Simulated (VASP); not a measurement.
A run of VASP 6.6.1:

INCAR

```
PREC = Accurate ; ENCUT = 520
EDIFF = 1E-7 ; ISMEAR = 0
SIGMA = 0.1 ; LREAL = F
LASPH = T ; NELM = 80
ALGO = Normal ; ISIF = 2
LWAVE = F ; LCHARG = T
GGA = PE ; LELF = T
LVHAR = T ; NBANDS = 60
```

Contents of KPOINTS:

```
Automatic mesh
0
Gamma
  5 5 4
  0 0 0.5
```

Contents of POSCAR:

```
Ta6HN6
1.0
    2.6129454195     -4.5257542241      0.0000000000
   -5.2258908391      0.0000000000      0.0000000000
    0.0000000000      0.0000000000     -5.8452938781
Ta N H
6 6 1
Direct
    0.3333020145      0.6675881834      0.2499995775
    0.3215203318      0.6601550213      0.7499995879
    0.6656667267      0.3337809530      0.2499995775
    0.6610652837      0.3239739514      0.7499995879
    1.0061405844      1.0083621326      0.4920120459
    1.0061405844      1.0083621326      0.0079871091
    0.9996530470      0.6061572941      0.4968976857
    0.9996530470      0.6061572941      0.0031014694
    0.3959329012      0.3974872657      0.5006032307
    0.3959329012      0.3974872657     -0.0006040757
    0.6047758814     -0.0009080999      0.5003426793
    0.6047758814     -0.0009080999     -0.0003435242
   -0.1566353286     -0.2102907616      0.7499995879
```

Potentials or basis: VASP PAW PBE potentials, release 64 (Ta_pv, N, H).

The run is started by

```sh
$ cat potpaw_PBE.64/Ta_pv/POTCAR potpaw_PBE.64/N/POTCAR potpaw_PBE.64/H/POTCAR > POTCAR
$ mpirun -np 1 vasp_std > vasp.out
```

Hardware: 1 thread of Intel Xeon 8259CL, with other jobs on the host.

Question: How long does it take, and how much memory?

Answer: Wall time 8 min on 1 thread of Intel Xeon 8259CL (shared host), peak memory 0.35 GiB. Counts: scf iterations 17, k points 26.
